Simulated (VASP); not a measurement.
A run of VASP 6.6.1 is set up as follows.

File INCAR:

```
SYSTEM = Ru
PREC     = Accurate       ! precision mode
ENCUT    = 560            ! plane-wave cutoff, eV
EDIFF    = 1E-6           ! SCF threshold, eV
ISMEAR   = -1             ! smearing method
SIGMA    = 0.05           ! smearing width, eV
LREAL    = .False.        ! projectors in reciprocal space
LASPH    = .True.         ! aspherical terms in the spheres
NELM     = 120            ! most SCF steps
ALGO     = Normal         ! electronic algorithm
ISIF     = 2              ! what is computed and relaxed
LWAVE    = .False.        ! write WAVECAR
LCHARG   = .False.        ! write CHGCAR
GGA      = PE             ! functional
NBANDS   = 14             ! bands
GGA_COMPAT= .False.
```

The input KPOINTS:

```
regular mesh
0
Gamma
  17 17 15
  0 0 0
```

File POSCAR:

```
Ru
1.0
    2.5161046060      0.0000000000      0.0000000000
   -1.2580523030      2.1790105073      0.0000000000
    0.0000000000      0.0000000000      2.3318396014
Ru
1
Direct
    0.0000000000      0.0000000000      0.0000000000
```

Potentials or basis: VASP PAW PBE potentials, release 64 (Ru_sv).

The run is started by

```sh
$ cat potpaw_PBE.64/Ru_sv/POTCAR > POTCAR
$ mpirun -np 1 vasp_std > vasp.out
```

Question: Estimate the pressure.

Answer: 58.1 GPa.

Question: Predict the band gap on the k mesh.

Answer: Zero (bands 8 and 9 overlap by 4.32 eV).

Stress tensor (GPa, compression positive):
```
58.14  0.00  0.00
 0.00 58.14  0.00
 0.00  0.00 58.03
```

Caveat: the cell stands under pressure.
